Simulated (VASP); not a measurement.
# Al3Ru2 (I4/mmm) in VASP: further runs, part 2 of 2

VASP 6.6.1. Earlier steps stand in the parts before.

### 3 Single point, PBEsol (equal strain along all axes, cell held: +4.5 %, then relaxed in part)

INCAR

```
PREC = Accurate
ENCUT = 520
EDIFF = 1E-6
ISMEAR = 0
SIGMA = 0.1
LREAL = F
LASPH = T
NELM = 100
ALGO = Fast
ISIF = 2
LWAVE = F
LCHARG = F
GGA = PS
NBANDS = 48
```

KPOINTS

```
regular mesh
0
Gamma
  12 12 4
```

POSCAR

```
Al3Ru2
1.0
    3.2116641241      0.0000000000      0.0000000000
    0.0000000000      3.2116641241      0.0000000000
    0.0000000000      0.0000000000     14.8929895943
Al Ru
6 4
Direct
    0.0000000000      0.0000000000      0.0000000000
    0.5000000000      0.5000000000      0.3096451122
    0.0000000000      0.0000000000      0.1903548878
    0.5000000000      0.5000000000      0.5000000000
    0.0000000000      0.0000000000      0.8096451122
    0.5000000000      0.5000000000      0.6903548878
    0.5000000000      0.5000000000      0.1054039673
    0.0000000000      0.0000000000      0.3945960327
    0.0000000000      0.0000000000      0.6054039673
    0.5000000000      0.5000000000      0.8945960327
```

Potentials or basis: VASP PAW PBE potentials, release 64 (Al, Ru_pv).

The run is started by

```sh
cat potpaw_PBE.64/Al/POTCAR potpaw_PBE.64/Ru_pv/POTCAR > POTCAR
mpirun -np 1 vasp_std > vasp.out
```

OUTCAR:

```text
PREC = Accurate
   ENCUT = 520
   EDIFF = 1E-6
   ISMEAR = 0
   LREAL = F
   LASPH = T
   NELM = 100
   ISIF = 2
   GGA = PS

 ion  position               nearest neighbor table
   1  0.000  0.000  0.000-   7 2.76  10 2.76   7 2.76  10 2.76   7 2.76  10 2.76   7 2.76  10 2.76
                             3 2.83   5 2.83
   2  0.500  0.500  0.310-   8 2.60   8 2.60   8 2.60   8 2.60   4 2.83   3 2.88   3 2.88   3 2.88
                             3 2.88   7 3.04
   3  0.000  0.000  0.190-   7 2.60   7 2.60   7 2.60   7 2.60   1 2.83   2 2.88   2 2.88   2 2.88
                             2 2.88   8 3.04
   4  0.500  0.500  0.500-   8 2.76   9 2.76   8 2.76   9 2.76   8 2.76   9 2.76   8 2.76   9 2.76
                             2 2.83   6 2.83
   5  0.000  0.000  0.810-  10 2.60  10 2.60  10 2.60  10 2.60   1 2.83   6 2.88   6 2.88   6 2.88
                             6 2.88   9 3.04
   6  0.500  0.500  0.690-   9 2.60   9 2.60   9 2.60   9 2.60   4 2.83   5 2.88   5 2.88   5 2.88
                             5 2.88  10 3.04
   7  0.500  0.500  0.105-   3 2.60   3 2.60   3 2.60   3 2.60   1 2.76   1 2.76   1 2.76   1 2.76
                             2 3.04  10 3.14
   8  0.000  0.000  0.395-   2 2.60   2 2.60   2 2.60   2 2.60   4 2.76   4 2.76   4 2.76   4 2.76
[... 229 lines left out ...]
      1     -33.0527      2.00000
      2     -33.0527      2.00000
      3     -33.0526      2.00000
      4     -33.0526      2.00000
      5     -33.0476      2.00000
      6     -33.0476      2.00000
[... 1213 lines left out ...]
     47      12.2465      0.00000
     48      12.8328      0.00000

 [... further k-points ...]
[... 5 lines left out ...]
  --------------------------------------------------------------------------------------
  -------------------------------------------------------------------------------------
  Total      -18.7778808    -18.7778808    -15.9569653      0.0000000      0.0000000      0.0000000
  in kB     -195.8461477   -195.8461477   -166.4250731      0.0000000      0.0000000      0.0000000
  external PRESSURE =    -186.0391228 kB  Pullay stress =       0.0000000 kB

 VOLUME and BASIS-vectors are now :
 -----------------------------------------------------------------------------
  energy-cutoff  :      520.00
  volume of cell :      153.62
      direct lattice vectors                 reciprocal lattice vectors
     3.211664124  0.000000000  0.000000000     0.311365062  0.000000000  0.000000000
     0.000000000  3.211664124  0.000000000     0.000000000  0.311365062  0.000000000
     0.000000000  0.000000000 14.892989594     0.000000000  0.000000000  0.067145686

 POSITION                                       TOTAL-FORCE (eV/Angst)
 -----------------------------------------------------------------------------------
      0.00000      0.00000      0.00000         0.000000      0.000000      0.000000
      1.60583      1.60583      4.61154         0.000000      0.000000     -0.012478
      0.00000      0.00000      2.83495         0.000000      0.000000      0.012478
      1.60583      1.60583      7.44649         0.000000      0.000000      0.000000
      0.00000      0.00000     12.05804         0.000000      0.000000     -0.012478
      1.60583      1.60583     10.28145         0.000000      0.000000      0.012478
      1.60583      1.60583      1.56978         0.000000     -0.000000     -0.008542
      0.00000      0.00000      5.87671        -0.000000     -0.000000      0.008542
      0.00000      0.00000      9.01627         0.000000     -0.000000     -0.008542
      1.60583      1.60583     13.32321        -0.000000      0.000000      0.008542
 -----------------------------------------------------------------------------------
    total drift:                                0.000000     -0.000000      0.000000

  FREE ENERGIE OF THE ION-ELECTRON SYSTEM (eV)
  ---------------------------------------------------
  free  energy   TOTEN  =       -70.7113949617 eV

  energy  without entropy=      -70.6922740684  energy(sigma->0) =      -70.70183452
```

It took 11 min on 1 thread of Oxide Virtual Turin-like, shared host; peak memory 0.51 GiB.

Results:

```yaml
Free_energy: -70.7114 eV
Pressure: -18.6 GPa
Largest_force: 0.012 eV/Å
Band_gap_on_the_k_mesh: zero (band 37 reaches 9.85 eV, above the bottom of band 38 at 8.22 eV)
```

Forces on the atoms (eV/Å):
```
Al   0.000  0.000  0.000
Al   0.000  0.000 -0.012
Al   0.000  0.000  0.012
Al   0.000  0.000  0.000
Al   0.000  0.000 -0.012
Al   0.000  0.000  0.012
Ru   0.000  0.000 -0.009
Ru   0.000  0.000  0.009
Ru   0.000  0.000 -0.009
Ru   0.000  0.000  0.009
```

Stress tensor (GPa, compression positive):
```
-19.58   0.00   0.00
  0.00 -19.58   0.00
  0.00   0.00 -16.64
```

Caveat: the cell differs from its parent crystal (equal strain along all axes, cell held: +4.5 %, then relaxed in part); the PAW data sets were made with another functional, which shifts forces and pressure a little.
